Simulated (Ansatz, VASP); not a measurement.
## Two plane-wave programs on SrO

INCAR

```
SYSTEM = SrO
ALGO = Normal
EDIFF = 1E-7
ENCUT = 520
GGA = PE
ISIF = 2
ISMEAR = 0
LASPH = .TRUE.
LCHARG = .TRUE.
LELF = .TRUE.
LREAL = .FALSE.
LVHAR = .TRUE.
LWAVE = .FALSE.
NBANDS = 24
NELM = 100
PREC = Accurate
SIGMA = 0.01
```

KPOINTS

```
k-points
0
G
  6 6 4
  0 0 0
```

Contents of POSCAR:

```
SrO
1.0
    3.6122108585      0.0000000000      0.0000000000
   -1.8061054293      3.1282663673      0.0000000000
    0.0000000000      0.0000000000      6.3047805788
Sr O
2 2
Direct
    0.3333333333      0.6666666667      0.2500000000
    0.6666666667      0.3333333333      0.7500000000
    0.0000000000      0.0000000000      0.0000000000
    0.0000000000      0.0000000000      0.5000000000
```

Input for Ansatz:

```yaml
crystal:
  lattice:
    - [3.6122108585, 0.0, 0.0]
    - [-1.8061054293, 3.1282663673, 0.0]
    - [0.0, 0.0, 6.3047805788]
  atoms:
    - { symbol: Sr, position: [0.3333333333, 0.6666666667, 0.25] }
    - { symbol: Sr, position: [0.6666666667, 0.3333333333, 0.75] }
    - { symbol: O, position: [0.0, 0.0, 0.0] }
    - { symbol: O, position: [0.0, 0.0, 0.5] }
kpoints:
  mp_grid: { grid: [6, 6, 4] }
hamiltonian:
  xc: pbe
scf:
  occupations: { method: fixed }
  n_extra_bands: 5
output:
  forces: true
  stress: true
  eigenvalues: true
```

Alike in both runs: task single point; functional PBE; k mesh 6 × 6 × 4; no spin polarisation.

|  | VASP | Ansatz |
| --- | --- | --- |
| version | VASP 6.6.1 | Ansatz 0.2.0 |
| potentials or method | VASP PAW PBE potentials, release 64 (Sr_sv, O) | plane waves, PAW |
| plane-wave cutoff (eV) | 520 | 420 |
| occupations | gaussian, width 0.01 eV | fixed |
| valence electrons in the cell | 32 | 32 |

|  | VASP | Ansatz | Ansatz less VASP |
| --- | --- | --- | --- |
| gap on the k mesh at the Fermi level (eV) | 2.81 | 2.81 | +0.003 |
| pressure (GPa) | -1.8 | -2.3 | -0.45 |
| traceless stress, the component that is largest in VASP (GPa) | -0.26 | -0.25 | +0.013 |
